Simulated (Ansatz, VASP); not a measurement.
Two plane-wave programs on Ni

Contents of INCAR:

```
  PREC = Accurate
  ENCUT = 520
  EDIFF = 1E-6
  ISMEAR = -1
  SIGMA = 0.1
  LREAL = False
  LASPH = True
  NELM = 150
  ALGO = Normal
  ISIF = 2
  LWAVE = False
  LCHARG = True
  ISPIN = 2
  MAGMOM = 1.8 1.8
  LORBIT = 11
  LMAXMIX = 4
  GGA = CA
  LELF = True
  LVHAR = True
  NBANDS = 21
```

Contents of KPOINTS:

```
Automatic mesh
0
Gamma
  14 14 8
```

Contents of POSCAR:

```
Ni
1.0
    2.4480230000      0.0000000000      0.0000000000
   -1.2240110000      2.1200500000      0.0000000000
    0.0000000000      0.0000000000      4.0728080000
Ni
2
Direct
    0.3333333333      0.6666666667      0.2500000000
    0.6666666667      0.3333333333      0.7500000000
```

Input for Ansatz:

```yaml
crystal:
  lattice:
    - [2.448023, 0.0, 0.0]
    - [-1.224011, 2.12005, 0.0]
    - [0.0, 0.0, 4.072808]
  atoms:
    - { symbol: Ni, position: [0.3333333333333333, 0.6666666666666666, 0.25], spin: 1.8 }
    - { symbol: Ni, position: [0.6666666666666666, 0.3333333333333333, 0.75], spin: 1.8 }
kpoints:
  mp_grid:
    grid: [14, 14, 8]
hamiltonian:
  xc: lda
magnetization:
  spin_polarized: true
scf:
  occupations:
    method: fermi_dirac
    width: 0.1
output:
  eigenvalues: true
```

Alike in both runs: task single point; functional LDA; k mesh 14 × 14 × 8; occupations fermi-dirac, width 0.1 eV; collinear spin.

```csv
,VASP,Ansatz
version,VASP 6.6.1,Ansatz 0.2.0
potentials or method,"VASP PAW LDA potentials, release 64 (Ni)","plane waves, PAW"
plane-wave cutoff (eV),520,420
valence electrons in the cell,20,36
```

```tsv
	VASP	Ansatz	Ansatz less VASP
gap on the k mesh at the Fermi level (eV)	none	none	-
net moment per atom (μB)	0.55	0.58	+0.034
size of the moment on the site where the two differ most (μB)	0.55	0.61	+0.057
```

LDA's correlation is that of Perdew and Zunger in VASP and of Perdew and Wang (1992) in Ansatz. Site moments also hang on the region over which each program counts them. A gap of «none» marks a metal or a gap that the smearing closes. VASP's potentials hold 20 valence electrons a cell and Ansatz's 36, so a difference there can come from the potentials and not from the codes.
